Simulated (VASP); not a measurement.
Set up this calculation in VASP 6.6.1, as the native input.

```
Task                   : single point
Functional             : PBE
Potentials or basis    : VASP PAW PBE potentials, release 64 (B, N)
Cutoff                 : 600 eV
k mesh                 : 12 × 12 × 12
Occupations            : gaussian, width 0.02 eV
Spin                   : no spin polarisation
Dipole correction      : no
Further INCAR settings : ALGO = Normal; EDIFF = 1e-06; NBANDS = 11
```

The structure of BN lies in POSCAR:

```
BN
1.0
    0.0000000000      1.7753340815      1.7753340815
    1.7753340815      0.0000000000      1.7753340815
    1.7753340815      1.7753340815      0.0000000000
B N
1 1
Direct
    0.0000000000      0.0000000000      0.0000000000
    0.7500000000      0.7500000000      0.7500000000
```

This cell differs from its parent crystal: volume scaled by 0.94.

The input as run:

INCAR

```
PREC = Accurate
ENCUT = 600
EDIFF = 1E-6
ISMEAR = 0
SIGMA = 0.02
LREAL = False
LASPH = True
NELM = 120
ALGO = Normal
ISIF = 2
LWAVE = False
LCHARG = False
GGA = PE
NBANDS = 11
GGA_COMPAT = False
```

KPOINTS

```
regular mesh
0
Gamma
  12 12 12
```

Potentials or basis: VASP PAW PBE potentials, release 64 (B, N).

Command:

```bash
$ cat potpaw_PBE.64/B/POTCAR potpaw_PBE.64/N/POTCAR > POTCAR
$ mpirun -np 1 vasp_std > vasp.out
```

Results of the run:

```json
{"Pressure": "25.9 GPa", "Band gap on the k mesh": "4.51 eV, indirect (least direct gap 9.08 eV)"}
```

Wall time 18 s on 1 thread of Intel Xeon 8259CL, on a shared host, peak memory 0.12 GiB.
